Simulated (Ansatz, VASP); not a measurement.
Two plane-wave programs on Si

The input POSCAR:

```
Si
1.0
    3.8401748445      0.0000000000      0.0000000000
   -1.9200874223      3.3256889703      0.0000000000
    0.0000000000      0.0000000000     12.6236709107
Si
8
Direct
    0.0000000000      0.0000000000      0.0005516775
    0.3333333333      0.6666666667      0.2496687365
    0.0000000000      0.0000000000      0.5005516775
    0.6666666667      0.3333333333      0.7496687365
    0.0000000000      0.0000000000      0.1869483225
    0.3333333333      0.6666666667      0.4378312635
    0.0000000000      0.0000000000      0.6869483225
    0.6666666667      0.3333333333      0.9378312635
```

The input INCAR.step1:

```
ALGO     = Normal         # electronic algorithm
EDIFF    = 1E-4           # SCF threshold, eV
ENCUT    = 520            # plane-wave cutoff, eV
GGA      = PE             # functional
ISMEAR   = 0              # smearing method
LASPH    = True           # aspherical terms in the spheres
LCHARG   = False          # write CHGCAR
LREAL    = False          # projectors in reciprocal space
LWAVE    = True           # write WAVECAR
NBANDS   = 26             # bands
NELM     = 60             # most SCF steps
PREC     = Accurate       # precision mode
SIGMA    = 0.01           # smearing width, eV
```

Contents of INCAR.step2:

```
ALGO     = Normal         # electronic algorithm
EDIFF    = 1E-7           # SCF threshold, eV
ENCUT    = 520            # plane-wave cutoff, eV
ISIF     = 2              # what is computed and relaxed
ISMEAR   = 0              # smearing method
ISTART   = 1            
LASPH    = True           # aspherical terms in the spheres
LCHARG   = False          # write CHGCAR
LMIXTAU  = True         
LREAL    = False          # projectors in reciprocal space
LWAVE    = False          # write WAVECAR
METAGGA  = R2SCAN         # meta-GGA
NBANDS   = 26             # bands
NELM     = 60             # most SCF steps
PREC     = Accurate       # precision mode
SIGMA    = 0.01           # smearing width, eV
```

KPOINTS

```
k-points
0
Gamma
  12 12 2
```

Input for Ansatz:

```yaml
crystal:
  lattice:
    - [3.8401748445, 0.0, 0.0]
    - [-1.9200874223, 3.3256889703, 0.0]
    - [0.0, 0.0, 12.6236709107]
  atoms:
    - { symbol: Si, position: [0.0, 0.0, 0.0005516775] }
    - { symbol: Si, position: [0.3333333333, 0.6666666667, 0.2496687365] }
    - { symbol: Si, position: [0.0, 0.0, 0.5005516775] }
    - { symbol: Si, position: [0.6666666667, 0.3333333333, 0.7496687365] }
    - { symbol: Si, position: [0.0, 0.0, 0.1869483225] }
    - { symbol: Si, position: [0.3333333333, 0.6666666667, 0.4378312635] }
    - { symbol: Si, position: [0.0, 0.0, 0.6869483225] }
    - { symbol: Si, position: [0.6666666667, 0.3333333333, 0.9378312635] }
kpoints:
  mp_grid: { grid: [12, 12, 2] }
  band_path:
    path:
      - [0.0, 0.0, 0.0]
      - [0.5, 0.0, 0.0]
      - [0.3333333333, 0.3333333333, 0.0]
      - [0.0, 0.0, 0.5]
      - [0.5, 0.0, 0.5]
      - [0.3333333333, 0.3333333333, 0.5]
      - [0.0, 0.455729, 0.0]
    npoints: 1
hamiltonian:
  xc: r2scan
scf:
  occupations: { method: fixed }
  n_extra_bands: 6
output:
  forces: true
  stress: true
  eigenvalues: true
```

Alike in both runs: task single point; functional r2SCAN; k mesh 12 × 12 × 2; no spin polarisation.

```csv
,VASP,Ansatz
version,VASP 6.6.1,Ansatz 0.2.0
potentials or method,"VASP PAW PBE potentials, release 64 (Si)","plane waves, PAW"
plane-wave cutoff (eV),520,500
occupations,"gaussian, width 0.01 eV",fixed
valence electrons in the cell,32,32
```

VASP gave:

| Item | Value |
| --- | --- |
| gap on the k mesh at the Fermi level (eV) | 0.78 |
| pressure (GPa) | -0.2 |

Estimate Ansatz's values.

gap on the k mesh at the Fermi level (eV): 0.77; pressure (GPa): 0.0.

VASP's potentials were made for PBE, not for r2SCAN.
